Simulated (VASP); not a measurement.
Set up this calculation in VASP 6.6.1, as the native input.

* Task: single point
* Functional: LDA
* Potentials or basis: VASP PAW LDA potentials, release 64 (Te, Pt)
* Cutoff: 520 eV
* k mesh: 12 × 12 × 8
* Occupations: gaussian, width 0.15 eV
* Spin: collinear spin
* Starting moments: [0.0, 0.0, 0.188, 0.188] μB
* Fixed moment: 0.375 μB
* Dipole correction: no
* Further INCAR settings: ALGO = Normal; EDIFF = 1e-06; NBANDS = 28

The structure of TePt lies in POSCAR:

```
TePt
1.0
    4.2535368066      0.0000000000      0.0000000000
   -2.1267684033      3.6836709304      0.0000000000
    0.0000000000      0.0000000000      5.5764926886
Te Pt
2 2
Direct
    0.3333333333      0.6666666667      0.2500000000
    0.6666666667      0.3333333333      0.7500000000
    0.0000000000      0.0000000000      0.0000000000
    0.0000000000      0.0000000000      0.5000000000
```

These files were run (other wordings do the same):

INCAR

```
PREC = Accurate ; ENCUT = 520
EDIFF = 1E-6 ; ISMEAR = 0
SIGMA = 0.15 ; LREAL = F
LASPH = T ; NELM = 150
ALGO = Normal ; ISIF = 2
LWAVE = F ; LCHARG = F
ISPIN = 2 ; MAGMOM = 0 0 0.188 0.188
LORBIT = 11 ; NUPDOWN = 0.375
LMAXMIX = 4 ; GGA = CA
NBANDS = 28
```

KPOINTS

```
Automatic mesh
0
Gamma
  12 12 8
```

Potentials or basis: VASP PAW LDA potentials, release 64 (Te, Pt).

The run is started by

```sh
$ cat potpaw_LDA.64/Te/POTCAR potpaw_LDA.64/Pt/POTCAR > POTCAR
$ mpirun -np 1 vasp_std > vasp.out
```

Results of the run:

```
Pressure                                              : -4.9 GPa
Net moment                                            : 0.37 μB per cell
Site moments                                          : Te +0.05; Pt +0.10 μB
Valence electrons inside the program's atomic spheres : Te 3.29; Pt 9.30
```

Caveat: the cell stands under tension; the total moment is fixed, so each spin has its own Fermi level.

Wall time 6.7 min on 1 thread of Intel Xeon 8259CL (shared host), peak memory 0.43 GiB.
